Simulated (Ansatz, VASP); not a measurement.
## Ba: VASP beside Ansatz

INCAR

```
ALGO = Normal ; DIPOL = 0.5 0.5 0.500
EDIFF = 1E-7 ; ENCUT = 520
GGA = PE ; IDIPOL = 3
ISIF = 2 ; ISMEAR = -1
LASPH = T ; LCHARG = T
LDIPOL = T ; LELF = T
LREAL = F ; LVACPOTAV = T
LVHAR = T ; LWAVE = F
NBANDS = 22 ; NELM = 80
PREC = Accurate ; SIGMA = 0.1
```

KPOINTS

```
k-points
0
Gamma
  6 6 1
```

File POSCAR:

```
Ba
1.0
    7.1064158584      0.0000000000      0.0000000000
   -3.5532079292      6.1543366632      0.0000000000
    0.0000000000      0.0000000000     22.9012000000
Ba
3
Direct
    0.1666666665      0.3333333335      0.4366587314
    0.5000000005      0.9999999995      0.4999999998
    0.8333333335      0.6666666665      0.5633412686
```

Input for Ansatz:

```yaml
crystal:
  lattice:
    - [7.1064158584, 0.0, 0.0]
    - [-3.5532079292, 6.1543366632, 0.0]
    - [0.0, 0.0, 22.9012]
  atoms:
    - { symbol: Ba, position: [0.1666666665, 0.3333333335, 0.4366587314] }
    - { symbol: Ba, position: [0.5000000005, 0.9999999995, 0.4999999998] }
    - { symbol: Ba, position: [0.8333333335, 0.6666666665, 0.5633412686] }
kpoints:
  mp_grid: { grid: [6, 6, 1] }
scf:
  occupations: { method: fermi_dirac, width: 0.1 }
hamiltonian:
  xc: pbe
  pseudopotentials: { kind: all_electron, lapw: { basis_error: 0.001 } }
output:
  forces: true
  stress: true
  eigenvalues: true
  populations: true
  dos: { projected: true, de: 0.2, e_range: [-14, 8] }
efield:
  axis: 3
  amplitude: 0
  dipole_correction: true
```

Alike in both runs: task single point; functional PBE; k mesh 6 × 6 × 1; occupations fermi-dirac, width 0.1 eV; no spin polarisation.

|  | VASP | Ansatz |
| --- | --- | --- |
| version | VASP 6.6.1 | Ansatz 0.2.0 |
| potentials or method | VASP PAW PBE potentials, release 64 (Ba_sv), cutoff 520 eV | all-electron LAPW, scalar-relativistic |

VASP gave:

```
rms of the force components (eV/Å) : 0.110
```

Which values does Ansatz return?

rms of the force components (eV/Å): 0.113.

Atom by atom the forces differ by 0.002 eV/Å (rms over components). Ansatz ran all-electron here, and VASP with PAW potentials.

Spin-orbit coupling is off throughout.
